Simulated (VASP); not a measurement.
Co:

```
Co
1.0
     2.28553    0.00000    0.00000
    -1.14277    1.97933    0.00000
     0.00000    0.00000    3.68671
Co
2
Direct
  0.66667 0.33333 0.25000
  0.33333 0.66667 0.75000
```

Base run:

| Item | Value |
| --- | --- |
| Program | VASP 6.6.1 |
| Functional | LDA |
| Potentials or basis | VASP PAW LDA potentials, release 64 (Co) |
| Cutoff | 520 eV |
| k mesh | 24 × 24 × 12 |
| Occupations | gaussian, width 0.15 eV |
| Spin | collinear spin, ferromagnetic start |
| Starting moments | [0.825, 0.825] μB |
| Fixed moment | 1.65 μB |

Its results: pressure 65.6 GPa; site moments Co +0.81 μB.

The run is repeated on the same cell with these changes: fixed moment from 1.65 μB to 4.4 μB; moments at the start from [0.82, 0.82] to [2.2, 2.2]. What comes out?

Pressure 108.4 GPa; site moments Co +2.16 μB.

Caveats: the total moment is fixed, so each spin has its own Fermi level.
